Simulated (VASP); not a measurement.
A run of VASP 6.6.1 is set up as follows.

INCAR

```
PREC = Accurate
ENCUT = 600
EDIFF = 1E-6
ISMEAR = 0
SIGMA = 0.1
LREAL = False
LASPH = True
NELM = 60
ALGO = Normal
ISIF = 3
LWAVE = False
LCHARG = False
GGA = PE
IBRION = 2
NSW = 90
EDIFFG = -0.04
```

File KPOINTS:

```
regular mesh
0
Gamma
  6 6 6
```

File POSCAR:

```
Mg2I
1.0
    1.9908729778      1.1494310497      6.0129456840
   -1.9908729778      1.1494310497      6.0129456840
    0.0000000000     -2.2988620994      6.0129456840
Mg I
2 1
Direct
    0.7500000000      0.7500000000      0.7500000000
    0.2500000000      0.2500000000      0.2500000000
    0.0000000000      0.0000000000      0.0000000000
```

Potentials or basis: VASP PAW PBE potentials, release 64 (Mg, I).

The run is started by

```sh
$ cat potpaw_PBE.64/Mg/POTCAR potpaw_PBE.64/I/POTCAR > POTCAR
$ mpirun -np 1 vasp_std > vasp.out
```

Estimate the relaxed volume.

29.59 Å³/atom.

Estimate the space group after relaxing (to 0.1 Å).

R-3m (No. 166).

Predict the relaxed cell.

a = 6.861 Å, b = 6.861 Å, c = 6.861 Å, α = 33.74°, β = 33.74°, γ = 33.74°.

Estimate the band gap on the k mesh.

zero (an odd number of electrons rules out a gap without spin polarisation).

The path:
```tsv
step	energy change (eV)	largest force (eV/Å)	pressure (GPa)	volume (Å³)
1	0.0000	2.8650	9.18	82.56
2	-1.1089	1.3821	0.47	102.88
3	-1.2175	0.9263	-1.49	113.46
4	-1.3757	0.9098	-1.54	109.15
5	-1.8062	0.6946	-1.30	96.78
6	-1.3327	1.9541	7.70	74.54
7	-1.9307	0.4618	-0.74	91.45
8	-1.9605	0.1035	0.92	85.07
9	-1.9723	0.1343	0.16	87.38
10	-1.9723	0.0879	0.30	86.90
11	-1.9818	0.0408	0.28	87.70
12	-1.9818	0.0459	0.27	87.73
13	-1.9826	0.0060	-0.15	89.22
14	-1.9828	0.0177	-0.03	88.77
```

Caveat: spin-orbit coupling is left out, which moves the levels of the heavy elements; an odd number of electrons without spin polarisation forces a metal; a magnetic or distorted state may lie lower.
